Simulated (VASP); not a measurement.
# Si5S (P-62m) in VASP: a series of runs, part 2 of 2

VASP 6.6.1. Earlier steps stand in the parts before.

### Step 3. Single point, PBE

This run uses another cell than the first one, of 19.15 Å³/atom, 1.271 times its volume.

Input file INCAR:

```
ALGO = Normal
EDIFF = 1E-7
ENCUT = 520
GGA = PE
ISIF = 2
ISMEAR = 0
LASPH = True
LCHARG = True
LELF = True
LREAL = False
LVHAR = True
LWAVE = False
NBANDS = 22
NELM = 60
PREC = Accurate
SIGMA = 0.1
```

Input file KPOINTS:

```
k-points
0
Gamma
  6 6 4
```

Input file POSCAR:

```
Si5S
1.0
    5.2759096300      0.0000000000      0.0000000000
   -2.6379548200      4.5690717700      0.0000000000
    0.0000000000      0.0000000000      4.7665084700
Si S
5 1
Direct
    0.6605330100      0.0000000000      0.0000000000
    0.0000000000      0.6605330100      0.0000000000
    0.3394669900      0.3394669900      0.0000000000
    0.3333333300      0.6666666700      0.5000000000
    0.6666666700      0.3333333300      0.5000000000
    0.0000000000      0.0000000000      0.5000000000
```

Potentials or basis: VASP PAW PBE potentials, release 64 (Si, S).

The run is started by

```console
> cat potpaw_PBE.64/Si/POTCAR potpaw_PBE.64/S/POTCAR > POTCAR
> mpirun -np 1 vasp_std > vasp.out
```

OUTCAR:

```text
EDIFF = 1E-7
   ENCUT = 520
   GGA = PE
   ISIF = 2
   ISMEAR = 0
   LASPH = True
   LREAL = False
   NELM = 60
   PREC = Accurate

 ion  position               nearest neighbor table
   1  0.661  0.000  0.000-   5 2.95   5 2.95   4 2.95   4 2.95   2 3.02   2 3.02   3 3.02   3 3.02
                             3 3.10   2 3.10
   2  0.000  0.661  0.000-   4 2.95   4 2.95   5 2.95   5 2.95   1 3.02   3 3.02   1 3.02   3 3.02
                             3 3.10   1 3.10
   3  0.339  0.339  0.000-   5 2.95   5 2.95   4 2.95   4 2.95   2 3.02   1 3.02   2 3.02   1 3.02
                             1 3.10   2 3.10
   4  0.333  0.667  0.500-   2 2.95   2 2.95   1 2.95   1 2.95   3 2.95   3 2.95   5 3.05   5 3.05
                             5 3.05
   5  0.667  0.333  0.500-   1 2.95   1 2.95   2 2.95   2 2.95   3 2.95   3 2.95   4 3.05   4 3.05
                             4 3.05
   6  0.000  0.000  0.500-

  LATTYP: Found a hexagonal cell.
 ALAT       =     5.2759096300
 C/A-ratio  =     0.9034477094

  Lattice vectors:

 A1 = (   5.2759096300,   0.0000000000,   0.0000000000)
 A2 = (  -2.6379548200,   4.5690717700,   0.0000000000)
 A3 = (   0.0000000000,   0.0000000000,   4.7665084700)

Analysis of symmetry for initial positions (statically):
=====================================================================
 Subroutine PRICEL returns:
 Original cell was already a primitive cell.

 Routine SETGRP: Setting up the symmetry group for a
 hexagonal supercell.

 Subroutine GETGRP returns: Found 12 space group operations
 (whereof 12 operations were pure point group operations)
 out of a pool of 24 trial point group operations.

The static configuration has the point symmetry D_3h.

Analysis of symmetry for dynamics (positions and initial velocities):
=====================================================================
 Subroutine PRICEL returns:
 Original cell was already a primitive cell.

 Routine SETGRP: Setting up the symmetry group for a
 hexagonal supercell.

 Subroutine GETGRP returns: Found 12 space group operations
 (whereof 12 operations were pure point group operations)
 out of a pool of 24 trial point group operations.

The dynamic configuration has the point symmetry D_3h.

 Subroutine INISYM returns: Found 12 space group operations
 (whereof 12 operations are pure point group operations),
 and found     1 'primitive' translations

----------------------------------------------------------------------------------------

                                     Primitive cell

  volume of cell :     114.9015

  direct lattice vectors                    reciprocal lattice vectors
     5.275909630  0.000000000  0.000000000     0.189540775  0.109431418  0.000000000
    -2.637954820  4.569071770  0.000000000     0.000000000  0.218862835  0.000000000
     0.000000000  0.000000000  4.766508470     0.000000000  0.000000000  0.209797173

  length of vectors
     5.275909630  5.275909635  4.766508470     0.218862835  0.218862835  0.209797173

  position of ions in fractional coordinates (direct lattice)
[... 39 lines left out ...]

 Found     21 irreducible k-points:

 Following reciprocal coordinates:
            Coordinates               Weight
  0.000000  0.000000  0.000000      1.000000
  0.166667 -0.000000  0.000000      6.000000
  0.333333  0.000000  0.000000      6.000000
  0.500000 -0.000000  0.000000      3.000000
  0.166667  0.166667  0.000000      6.000000
  0.333333  0.166667  0.000000     12.000000
[... 13 lines left out ...]
  0.333333  0.166667  0.500000     12.000000
  0.333333  0.333333  0.500000      2.000000
   k-points           NKPTS =     21   k-points in BZ     NKDIM =     21   number of bands    NBANDS=     22
   number of dos      NEDOS =    301   number of ions     NIONS =      6
   total plane-waves  NPLWV =  57600
   dimension x,y,z NGX =    40 NGY =   40 NGZ =   36
   dimension x,y,z NGXF=    80 NGYF=   80 NGZF=   72
   ions per type =               5   1
   NGX,Y,Z   is equivalent  to a cutoff of  12.60, 12.60, 12.56 a.u.
   NGXF,Y,Z  is equivalent  to a cutoff of  25.21, 25.21, 25.11 a.u.
 SYSTEM =  unknown system
   PREC   = accura    normal or accurate (medium, high low for compatibility)
   ISTART =      0    job   : 0-new  1-cont  2-samecut
   ICHARG =      2    charge: 1-file 2-atom 10-const
   ISPIN  =      1    spin polarized calculation?
   LNONCOLLINEAR =      F non collinear calculations
   LSORBIT =      F    spin-orbit coupling
   LASPH  =      T    aspherical Exc in radial PAW
   ENCUT  =  520.0 eV  38.22 Ry    6.18 a.u.   9.81  9.81  8.86*2*pi/ulx,y,z
   NELM   =     60;   NELMIN=  2; NELMDL= -5     # of ELM steps
   EDIFF  = 0.1E-06   stopping-criterion for ELM
   LREAL  =      F    real-space projection
   EDIFFG = 0.1E-05   stopping-criterion for IOM
   NSW    =      0    number of steps for IOM
   IBRION =     -1    ionic relax: 0-MD 1-quasi-New 2-CG
   NFREE  =      0    steps in history (QN), initial steepest desc. (CG)
   ISIF   =      2    stress and relaxation
   ISYM   =      2    0-nonsym 1-usesym 2-fastsym
   POTIM  = 0.5000    time-step for ionic-motion
   TEBEG  =    0.0;   TEEND  =   0.0 temperature during run
   PSTRESS=    0.0 pullay stress
   NELECT =      26.0000    total number of electrons
   NUPDOWN=      -1.0000    fix difference up-down
   EMIN   =  10.00;   EMAX   =-10.00  energy-range for DOS
   EFERMI =   0.00;   METHOD = LEGACY
   ISMEAR =     0;   SIGMA  =   0.10  broadening in eV -4-tet -1-fermi 0-gaus
   EFERMI_NEDOS =   21; number of points for ismear=-14 and -15
   IALGO  =     38    algorithm
   IMIX   =      4    mixing-type and parameters
     AMIX     =   0.40;   BMIX     =  1.00
     AMIX_MAG =   1.60;   BMIX_MAG =  1.00
  volume/ion in A,a.u.               =      19.15       129.23
  Fermi-wavevector in a.u.,A,eV,Ry     =   0.997602  1.885195 13.540655  0.995210
  Thomas-Fermi vector in A             =   2.129769
   LORBIT       =      0    0 simple, 1 ext, 2 COOP (PROOUT), +10 PAW based schemes
   GGA     = PE    functional components
   LHFCALC =     F    Hartree Fock is set to
   AEXX    =    0.0000 exact exchange contribution
   IVDW    =     0    specifies the selected vdW correction
   LEPSILON=     F    determine dielectric tensor
   LRPA    =     F    only Hartree local field effects (RPA)
 non-spin polarized calculation
 Gauss-broadening in eV      SIGMA  =   0.10
  energy-cutoff  :      520.00
  volume of cell :      114.90
 maximum number of plane-waves:      3137
 NGX is ok and might be reduce to    40
   NGX = 19   NGY = 19   NGZ = 17

 number of electron      26.0000001 magnetization

 Free energy of the ion-electron system (eV)
  ---------------------------------------------------
  ext. energy  EPLUGINS =         0.00000000
  ---------------------------------------------------
  free energy    TOTEN  =       -26.72426694 eV

  energy without entropy =      -26.70268692  energy(sigma->0) =      -26.71347693

 E-fermi :   6.5624     XC(G=0): -10.1116

 val. band max:        6.5371473786   @ k =   0.1667   0.1667   0.5000
 cond. band min:       6.5746118624   @ k =   0.5000  -0.0000   0.0000
 fundamental gap:      0.0374644838
 Fermi energy:         6.5623640422

 k-point     1 :       0.0000    0.0000    0.0000
  band No.  band energies     occupation
      1      -6.9631      2.00000
      2      -3.3366      2.00000
      3       0.4685      2.00000
      4       0.5766      2.00000
      5       0.5766      2.00000
      6       0.6363      2.00000
[... 514 lines left out ...]
     21      10.5171      0.00000
     22      10.6546      0.00000

------------------------ aborting loop because EDIFF is reached ----------------------------------------

  FORCE on cell =-STRESS in cart. coord.  units (eV):
  Direction    XX          YY          ZZ          XY          YZ          ZX
  --------------------------------------------------------------------------------------
  -------------------------------------------------------------------------------------
  Total       -9.0350378     -9.0350378     -7.9452926      0.0000000     -0.0000000      0.0000000
  in kB     -125.9838448   -125.9838449   -110.7885255      0.0000001     -0.0000000      0.0000000
  external PRESSURE =    -120.9187384 kB  Pullay stress =       0.0000000 kB

 VOLUME and BASIS-vectors are now :
 -----------------------------------------------------------------------------
  energy-cutoff  :      520.00
  volume of cell :      114.90
      direct lattice vectors                 reciprocal lattice vectors
     5.275909630  0.000000000  0.000000000     0.189540775  0.109431418  0.000000000
    -2.637954820  4.569071770  0.000000000     0.000000000  0.218862835  0.000000000
     0.000000000  0.000000000  4.766508470     0.000000000  0.000000000  0.209797173

 POSITION                                       TOTAL-FORCE (eV/Angst)
 -----------------------------------------------------------------------------------
      3.48491      0.00000      0.00000        -0.293071      0.000000     -0.000000
     -1.74246      3.01802      0.00000         0.146536     -0.253807      0.000000
      0.89550      1.55105      0.00000         0.146536      0.253807      0.000000
     -0.00000      3.04605      2.38325        -0.000000      0.000000      0.000000
      2.63795      1.52302      2.38325        -0.000000      0.000000      0.000000
      0.00000      0.00000      2.38325        -0.000000      0.000000      0.000000
 -----------------------------------------------------------------------------------
    total drift:                                0.000000      0.000000      0.000000

  FREE ENERGIE OF THE ION-ELECTRON SYSTEM (eV)
  ---------------------------------------------------
  free  energy   TOTEN  =       -26.7242669389 eV

  energy  without entropy=      -26.7026869229  energy(sigma->0) =      -26.71347693
```

stdout:

```text
POSCAR found type information on POSCAR SiS
 POSCAR found :  2 types and       6 ions
 scaLAPACK will be used
 LDA part: xc-table for (Slater+PW92), standard interpolation
 POSCAR, INCAR and KPOINTS ok, starting setup
 FFT: planning ... GRIDC
 FFT: planning ... GRID_SOFT
 FFT: planning ... GRID
 WAVECAR not read
 entering main loop
```

Wall time 21 s (1 thread of Intel Xeon 6975P-C (Granite Rapids), shared host); peak memory 0.23 GiB.

What came out:

| Quantity | Value |
| --- | --- |
| Free energy | -26.7243 eV |
| Pressure | -12.1 GPa |
| Largest force | 0.293 eV/Å |
| Band gap on the k mesh | zero (band 13 reaches 7.58 eV, above the bottom of band 14 at 4.26 eV) |

Forces in eV/Å, atoms in the order of the input:
```
Si  -0.293  0.000  0.000
Si   0.147 -0.254  0.000
Si   0.147  0.254  0.000
Si   0.000  0.000  0.000
Si   0.000  0.000  0.000
S    0.000  0.000  0.000
```

Stress tensor (GPa, compression positive):
```
-12.60   0.00   0.00
  0.00 -12.60   0.00
  0.00   0.00 -11.08
```

Levels at points of the mesh, in eV from the Fermi level:
```tsv
k point	band 11	band 12	band 13	band 14	band 15	band 16
(0.00, 0.00, 0.00)	-0.87	-0.85	-0.85	0.04	0.51	0.67
(0.50, 0.00, 0.00)	-1.87	-1.49	-0.69	0.01	0.25	0.62
(0.00, 0.00, 0.50)	-2.71	-2.71	-2.30	-2.30	0.53	1.62
(0.50, 0.00, 0.50)	-0.54	0.27	0.58	1.28	1.72	1.89
```
